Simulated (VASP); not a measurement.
Set up this calculation in VASP 6.6.1, as the native input.

* Task: single point
* Functional: PBE
* Potentials or basis: VASP PAW PBE potentials, release 64 (Al, Ru_pv)
* Cutoff: 520 eV
* k mesh: 6 × 6 × 6
* Occupations: gaussian, width 0.1 eV
* Spin: collinear spin, ferromagnetic start
* Starting moments: [0.0, 1.0] μB
* Dipole correction: no
* Further INCAR settings: ALGO = Normal; EDIFF = 1e-07; NBANDS = 20

The structure of AlRu lies in POSCAR:

```
AlRu
1.0
    3.0035856113      0.0000000000      0.0000000000
    0.0000000000      3.0035856113      0.0000000000
    0.0000000000      0.0000000000      3.0035856113
Al Ru
1 1
Direct
    0.5000000000      0.5000000000      0.5000000000
    0.0000000000      0.0000000000      0.0000000000
```

The input as run:

INCAR

```
SYSTEM = AlRu
PREC = Accurate
ENCUT = 520
EDIFF = 1E-7
ISMEAR = 0
SIGMA = 0.1
LREAL = .FALSE.
LASPH = .TRUE.
NELM = 150
ALGO = Normal
ISIF = 2
LWAVE = .FALSE.
LCHARG = .TRUE.
ISPIN = 2
MAGMOM = 0 1
LORBIT = 11
LMAXMIX = 4
GGA = PE
LELF = .TRUE.
LVHAR = .TRUE.
NBANDS = 20
```

KPOINTS

```
regular mesh
0
G
  6 6 6
  0 0 0
```

Potentials or basis: VASP PAW PBE potentials, release 64 (Al, Ru_pv).

The run is started by

```sh
$ cat potpaw_PBE.64/Al/POTCAR potpaw_PBE.64/Ru_pv/POTCAR > POTCAR
$ mpirun -np 1 vasp_std > vasp.out
```

Results of the run:

* Pressure: 0.0 GPa
* Net moment: 0.02 μB per cell
* Site moments: Al -0.00; Ru +0.02 μB
* Valence electrons inside the program's atomic spheres: Al 0.80; Ru 12.76

It took 25 s on 1 thread of Intel(R) Xeon(R) Platinum 8488C (Sapphire Rapids) (shared host), peak memory 0.15 GiB.
